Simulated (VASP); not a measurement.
Ru: relaxation of cell and atoms with r2SCAN

The system is Ru.

```
CELL_PARAMETERS angstrom
2.44628 0.00000 0.00000
0.00000 2.44628 0.00000
0.00000 0.00000 2.44628
ATOMIC_POSITIONS crystal
Ru 0.00000 0.00000 0.00000
```

| Property | Result |
| --- | --- |
| Program | VASP 6.6.1 |
| Task | relaxation of cell and atoms |
| Functional | r2SCAN |
| Potentials or basis | VASP PAW PBE potentials, release 64 (Ru_pv) |
| Cutoff | 600 eV |
| k mesh | 13 × 13 × 13 |
| Occupations | fermi-dirac, width 0.05 eV |
| Spin | collinear spin, ferromagnetic start |
| Starting moments | [1.0] μB |
| Dipole correction | no |
| Further INCAR settings | ALGO = Normal; EDIFF = 1e-07; IBRION = 2; EDIFFG = -0.01; NSW = 80; ISIF = 3 |

- Relaxed volume: 15.53 Å³/atom
- Relaxed cell: a = 2.495 Å, b = 2.495 Å, c = 2.495 Å, α = 90.00°, β = 90.00°, γ = 90.00°
- Space group after relaxing (to 0.05 Å): Pm-3m (No. 221)
- Energy gained by relaxing: 42.8 meV/atom
- Ionic steps: 4
- Pressure after relaxing: -0.1 GPa
- Band gap on the k mesh: zero (filled and empty bands overlap)
- Net moment: 0.00 μB per cell
- Valence electrons inside the program's atomic spheres: Ru 12.72

The path:
```csv
step,energy change (eV),largest force (eV/Å),pressure (GPa),volume (Å³)
1,0.0000,0.0000,16.37,14.64
2,0.1875,0.0000,-25.28,18.04
3,-0.0427,0.0000,-0.81,15.58
4,-0.0428,0.0000,-0.06,15.53
```

Final structure:
```xyz
1
Lattice="2.4950 0.0000 0.0000 0.0000 2.4950 0.0000 0.0000 0.0000 2.4950" Properties=species:S:1:pos:R:3 pbc="T T T"
Ru    0.0000    0.0000    0.0000
```

Levels at points of the mesh, in eV from the Fermi level:
Spin up:
| k point | band 4 | band 5 | band 6 | band 7 | band 8 | band 9 | band 10 | band 11 |
| --- | --- | --- | --- | --- | --- | --- | --- | --- |
| (0.00, 0.00, 0.00) | -7.46 | -5.78 | -5.78 | 1.71 | 1.71 | 1.71 | 8.98 | 17.64 |
Spin down:
```tsv
k point	band 3	band 4	band 5	band 6	band 7	band 8	band 9	band 10	band 11	band 12
(0.00, 0.00, 0.00)	-43.77	-7.46	-5.78	-5.78	1.71	1.71	1.71	8.98	17.64	17.64
```

Run time: 5.4 min on 1 thread of Intel(R) Xeon(R) Platinum 8259CL CPU @ 2.50GHz (Skylake/Cascade Lake) (shared host), peak memory 0.16 GiB.

Caveat: the PAW data sets were made with another functional, which shifts forces and pressure a little.
